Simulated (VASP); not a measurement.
# Si2Mo (I4/mmm) in VASP: further runs, part 2 of 2

VASP 6.6.1.

### 3 Relaxation of shape and atoms at fixed volume, r2SCAN (13.34 Å³/atom)

Input file POSCAR:

```
Si2Mo
1.0
   -1.6004903215      1.6004903215      3.9045349045
    1.6004903215     -1.6004903215      3.9045349045
    1.6004903215      1.6004903215     -3.9045349045
Si Mo
2 1
Direct
    0.3354954864      0.3354954864      0.0000000000
    0.6645045136      0.6645045136      0.0000000000
    0.0000000000      0.0000000000      0.0000000000
```

Input file INCAR.step1:

```
ALGO = Normal
EDIFF = 1E-5
EDIFFG = -0.005
ENCUT = 550
GGA = PE
GGA_COMPAT = False
IBRION = 2
ISIF = 3
ISMEAR = 0
LASPH = True
LCHARG = False
LREAL = False
LWAVE = True
NELM = 120
NELMIN = 4
NSW = 100
PREC = Accurate
SIGMA = 0.05
```

Input file INCAR.step2:

```
ALGO = Normal
EDIFF = 1E-7
EDIFFG = -0.01
ENCUT = 550
GGA_COMPAT = False
IBRION = 2
ISIF = 4
ISMEAR = 0
ISTART = 1
LASPH = True
LCHARG = False
LMIXTAU = True
LREAL = False
LWAVE = False
METAGGA = R2SCAN
NELM = 120
NELMIN = 4
NSW = 60
PREC = Accurate
SIGMA = 0.05
```

Input file KPOINTS:

```
k-points
0
Gamma
  10 10 10
```

Potentials or basis: VASP PAW PBE potentials, release 64 (Si, Mo_sv).

Command:

```sh
$ cat potpaw_PBE.64/Si/POTCAR potpaw_PBE.64/Mo_sv/POTCAR > POTCAR
$ cp INCAR.step1 INCAR
$ mpirun -np 1 vasp_std > vasp.out
$ cp INCAR.step2 INCAR
$ mpirun -np 1 vasp_std > vasp.out
```

OUTCAR:

```text
EDIFF = 1E-7
   EDIFFG = -0.01
   ENCUT = 550
   IBRION = 2
   ISIF = 4
   ISMEAR = 0
   ISTART = 1
   LASPH = True
   LREAL = False
   METAGGA = R2SCAN
   NELM = 120
   NELMIN = 4
   NSW = 60
   PREC = Accurate

 ion  position               nearest neighbor table
   1  0.335  0.335  0.000-   2 2.57   3 2.60   3 2.60   3 2.60   3 2.60   3 2.62   2 2.63   2 2.63
                             2 2.63   2 2.63
   2  0.665  0.665  0.000-   1 2.57   3 2.60   3 2.60   3 2.60   3 2.60   3 2.62   1 2.63   1 2.63
                             1 2.63   1 2.63
   3  0.000  0.000  0.000-   2 2.60   2 2.60   2 2.60   1 2.60   2 2.60   1 2.60   1 2.60   1 2.60
                             1 2.62   2 2.62

[... 680 lines left out ...]
  -------------------------------------------------------------------------------------
  Total        0.2121225      0.2121225      0.1732877      0.0000000     -0.0000000      0.0000000
  in kB        8.4949697      8.4949697      6.9397358      0.0000000     -0.0000000      0.0000000
  external PRESSURE =       7.9765584 kB  Pullay stress =       0.0000000 kB

 VOLUME and BASIS-vectors are now :
 -----------------------------------------------------------------------------
  energy-cutoff  :      550.00
  volume of cell :       40.01
      direct lattice vectors                 reciprocal lattice vectors
    -1.600029803  1.600029803  3.906782825     0.000000000  0.312494179  0.127982543
     1.600029803 -1.600029803  3.906782825     0.312494179  0.000000000  0.127982543
     1.600029803  1.600029803 -3.906782825     0.312494179  0.312494179  0.000000000

 POSITION                                       TOTAL-FORCE (eV/Angst)
 -----------------------------------------------------------------------------------
      1.60003      1.60003     -1.28599        -0.000000     -0.000000      0.000570
      0.00000      0.00000      5.19278         0.000000      0.000000     -0.000570
      0.00000      0.00000      7.81357         0.000000      0.000000     -0.000000
 -----------------------------------------------------------------------------------
    total drift:                               -0.000000     -0.000000      0.000000

  FREE ENERGIE OF THE ION-ELECTRON SYSTEM (eV)
  ---------------------------------------------------
  free  energy   TOTEN  =       -45.0158876199 eV

  energy  without entropy=      -45.0155369313  energy(sigma->0) =      -45.01571228

 reached required accuracy - stopping structural energy minimisation
```

OUTCAR.step1:

```text
EDIFF = 1E-5
   EDIFFG = -0.005
   ENCUT = 550
   GGA = PE
   IBRION = 2
   ISIF = 3
   ISMEAR = 0
   LASPH = True
   LREAL = False
[... 730 lines left out ...]
  -------------------------------------------------------------------------------------
  Total       -0.0095484     -0.0095484      0.0100587      0.0000000     -0.0000000      0.0000000
  in kB       -0.3751455     -0.3751455      0.3951979      0.0000000     -0.0000000      0.0000000
  external PRESSURE =      -0.1183644 kB  Pullay stress =       0.0000000 kB
[... 18 lines left out ...]
  FREE ENERGIE OF THE ION-ELECTRON SYSTEM (eV)
  ---------------------------------------------------
  free  energy   TOTEN  =       -23.2606814829 eV

  energy  without entropy=      -23.2602325283  energy(sigma->0) =      -23.26045701

 reached required accuracy - stopping structural energy minimisation
```

Run time: 8.6 min. Hardware: 1 thread of Oxide Virtual Turin-like, shared host; peak memory 0.23 GiB.

What came out:

- Free energy: -45.0159 eV
- Energy gained by relaxing: 0.0 meV/atom
- Ionic steps: 2
- Pressure after relaxing: 0.8 GPa
- Band gap on the k mesh: zero (bands 11 and 12 overlap by 1.01 eV)

Stress tensor (GPa, compression positive):
```
0.85 0.00 0.00
0.00 0.85 0.00
0.00 0.00 0.69
```

Final structure:
```
Si Mo
1.0
    -1.60003    1.60003    3.90678
     1.60003   -1.60003    3.90678
     1.60003    1.60003   -3.90678
Si Mo
2 1
Direct
  0.33542 0.33542 0.00000
  0.66458 0.66458 0.00000
  0.00000 0.00000 0.00000
```

Caveat: the PAW data sets were made with another functional, which shifts forces and pressure a little.
